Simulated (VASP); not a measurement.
# ZrC: relaxation of cell and atoms with BLYP+D3(BJ)

ZrC:

```
Zr C
1.0
     0.00000    2.36500    2.36500
     2.36500    0.00000    2.36500
     2.36500    2.36500    0.00000
Zr C
1 1
Direct
  0.50000 0.50000 0.50000
  0.00000 0.00000 0.00000
```

```yaml
Program: VASP 6.6.1
Task: relaxation of cell and atoms
Functional: BLYP
Dispersion: D3(BJ)
Potentials_or_basis: VASP PAW PBE potentials, release 64 (Zr_sv, C)
Cutoff: 600 eV
k_mesh: 10 × 10 × 10
Occupations: fermi-dirac, width 0.05 eV
Spin: no spin polarisation
Dipole_correction: no
Further_INCAR_settings: ALGO = Normal; EDIFF = 1e-07; IBRION = 2; EDIFFG = -0.02; NSW = 80; ISIF = 3
```

* Relaxed volume: 12.81 Å³/atom
* Relaxed cell: a = 3.309 Å, b = 3.309 Å, c = 3.309 Å, α = 60.00°, β = 60.00°, γ = 60.00°
* Space group after relaxing (to 0.05 Å): Fm-3m (No. 225)
* Energy gained by relaxing: 9.3 meV/atom
* Ionic steps: 3
* Pressure after relaxing: -0.1 GPa
* Band gap on the k mesh: zero (band 8 reaches 11.17 eV, above the bottom of band 9 at 9.94 eV)
* Dispersion energy per atom: -0.945 eV

Step by step:
```tsv
step	energy change (eV)	largest force (eV/Å)	pressure (GPa)	volume (Å³)
1	0.0000	0.0000	-6.89	26.46
2	0.0310	0.0000	12.98	24.34
3	-0.0186	0.0000	-0.11	25.63
```

Final structure:
```cif
data_structure
_symmetry_space_group_name_H-M 'P 1'
_symmetry_Int_Tables_number 1
_cell_length_a 3.3093
_cell_length_b 3.3093
_cell_length_c 3.3093
_cell_angle_alpha 60.000
_cell_angle_beta 60.000
_cell_angle_gamma 60.000
_cell_volume 25.63
loop_
_atom_site_label
_atom_site_type_symbol
_atom_site_fract_x
_atom_site_fract_y
_atom_site_fract_z
_atom_site_occupancy
Zr1 Zr 0.50000 0.50000 0.50000 1
C1 C 0.00000 0.00000 0.00000 1
```

Levels at points of the mesh, in eV from the Fermi level:
```tsv
k point	band 4	band 5	band 6	band 7	band 8	band 9	band 10	band 11	band 12
(0.00, 0.00, 0.00)	-25.89	-11.25	0.89	0.89	0.89	1.09	1.09	1.09	2.80
(0.50, 0.00, 0.00)	-25.97	-8.21	-5.21	-2.99	-2.99	4.45	4.45	5.32	6.95
(0.50, 0.50, 0.00)	-26.18	-10.19	-1.93	-1.68	0.07	0.07	4.41	5.60	5.60
```

Run time: 42 s on 1 thread of Intel(R) Xeon(R) 6975P-C (Granite Rapids), on a shared host, peak memory 0.18 GiB.

Caveat: the PAW data sets were made with another functional, which shifts forces and pressure a little; pairwise dispersion overbinds metals, which lowers pressure and volume.
